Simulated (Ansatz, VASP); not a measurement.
Hf in VASP and in Ansatz

```
CELL_PARAMETERS angstrom
0.00000 2.16836 2.16836
2.16836 0.00000 2.16836
2.16836 2.16836 0.00000
ATOMIC_POSITIONS crystal
Hf 0.00000 0.00000 0.00000
```

Alike in both runs: task single point; functional BLYP; k mesh 14 × 14 × 14; occupations fermi-dirac, width 0.1 eV; no spin polarisation.

```csv
,VASP,Ansatz
version,VASP 6.6.1,Ansatz 0.2.0
potentials or method,"VASP PAW PBE potentials, release 64 (Hf_pv), cutoff 520 eV","plane waves (420 eV) with PAW, scalar-relativistic"
valence electrons in the cell,10,26
```

|  | VASP | Ansatz | Ansatz less VASP |
| --- | --- | --- | --- |
| pressure (GPa) | 15.6 | 15.5 | -0.07 |

VASP's potentials were made for PBE, not for BLYP. With one functional, cell and mesh, what is left measures potentials, basis and numerics. VASP's potentials hold 10 valence electrons a cell and Ansatz's 26, so a difference there can come from the potentials and not from the codes.

Spin-orbit coupling is off throughout.
